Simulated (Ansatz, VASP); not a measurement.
## O: VASP beside Ansatz

The input INCAR:

```
SYSTEM = O
ALGO     = Normal         ! electronic algorithm
EDIFF    = 1E-8           ! SCF threshold, eV
ENCUT    = 520            ! plane-wave cutoff, eV
GGA      = PS             ! functional
ISIF     = 2              ! what is computed and relaxed
ISMEAR   = -1             ! smearing method
LASPH    = .True.         ! aspherical terms in the spheres
LCHARG   = .False.        ! write CHGCAR
LEFG     = .True.       
LREAL    = .False.        ! projectors in reciprocal space
LWAVE    = .False.        ! write WAVECAR
NBANDS   = 13             ! bands
NELM     = 80             ! most SCF steps
PREC     = Accurate       ! precision mode
SIGMA    = 0.02           ! smearing width, eV
```

File KPOINTS:

```
k-points
0
Gamma
  10 10 10
  0 0 0
```

POSCAR

```
O
1.0
    1.4518160025      0.8382063598      3.4083000000
   -1.4518160025      0.8382063598      3.4083000000
    0.0000000000     -1.6764127197      3.4083000000
O
2
Direct
    0.0577000000      0.0577000000      0.0577000000
    0.9423000000      0.9423000000      0.9423000000
```

Input for Ansatz:

```yaml
crystal:
  lattice:
    - [1.4518160025, 0.8382063598, 3.4083]
    - [-1.4518160025, 0.8382063598, 3.4083]
    - [0.0, -1.6764127197, 3.4083]
  atoms:
    - { symbol: O, position: [0.0577, 0.0577, 0.0577] }
    - { symbol: O, position: [0.9423, 0.9423, 0.9423] }
kpoints:
  mp_grid: { grid: [10, 10, 10] }
scf:
  occupations: { method: fermi_dirac, width: 0.02 }
hamiltonian:
  xc: pbesol
  pseudopotentials: { kind: paw }
output:
  forces: true
  stress: true
  eigenvalues: true
  efg: { contact_densities: true }
  write_density: true
  write_potential: true
  elf: true
  volumetric_format: npy
```

Change from the starting cell: equal xx and yy strain of +2 %, PAW files.

Alike in both runs: task electric field gradients; functional PBEsol; k mesh 10 × 10 × 10; occupations fermi-dirac, width 0.02 eV; no spin polarisation.

|  | VASP | Ansatz |
| --- | --- | --- |
| version | VASP 6.6.1 | Ansatz 0.2.0 |
| potentials or method | VASP PAW PBE potentials, release 64 (O) | PAW with Ansatz's default frozen-core files, scalar-relativistic |
| plane-wave cutoff (eV) | 520 | 420 |
| valence electrons in the cell | 12 | 12 |

```csv
,VASP,Ansatz,Ansatz less VASP
pressure (GPa),5.5,1.3,-4.21
"traceless stress, the component that is largest in VASP (GPa)",28.17,18.91,-9.252
rms of the force components (eV/Å),2.290,1.224,-1.0667
size of Vzz on the site where it differs most (V/Å²),116.5,115.6,-0.94
```

VASP's potentials were made for PBE, not for PBEsol. Atom by atom the forces differ by 1.067 eV/Å (rms over components). The functional is the same, so the differences come from potentials, cutoffs and numerics.

Noted on VASP's run: the standard files for N, O and F lose accuracy on very short bonds; spin is off for a triplet molecule.
